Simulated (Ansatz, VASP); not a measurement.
## Two plane-wave programs on SnO2

```
CELL_PARAMETERS angstrom
4.77000 0.00000 0.00000
0.00000 4.77000 0.00000
0.00000 0.00000 3.21000
ATOMIC_POSITIONS crystal
Sn 0.00000 0.00000 0.00000
Sn 0.50000 0.50000 0.50000
O 0.30700 0.30700 0.00000
O 0.69300 0.69300 0.00000
O 0.19300 0.80700 0.50000
O 0.80700 0.19300 0.50000
```

Alike in both runs: task relaxation of cell and atoms; functional PBEsol; k mesh 6 × 6 × 8; occupations gaussian, width 0.02 eV; no spin polarisation.

|  | VASP | Ansatz |
| --- | --- | --- |
| version | VASP 6.6.1 | Ansatz 0.2.0 |
| potentials or method | VASP PAW PBE potentials, release 64 (Sn_d, O), cutoff 600 eV | scalar-relativistic, plane waves, PAW |
| valence electrons in the cell | 52 | 52 |

Ansatz gave:

- gap on the k mesh at the Fermi level, each at its own relaxed structure (eV): 0.92
- relaxed volume (Å³/atom): 12.17
- relaxed length of the cell vector where the two differ most in proportion (Å): 3.211

What did VASP give for the same quantities?

gap on the k mesh at the Fermi level, each at its own relaxed structure (eV): 0.89; relaxed volume (Å³/atom): 12.20; relaxed length of the cell vector where the two differ most in proportion (Å): 3.216.

VASP's potentials were made for PBE, not for PBEsol, and Ansatz warns of the same on its side.
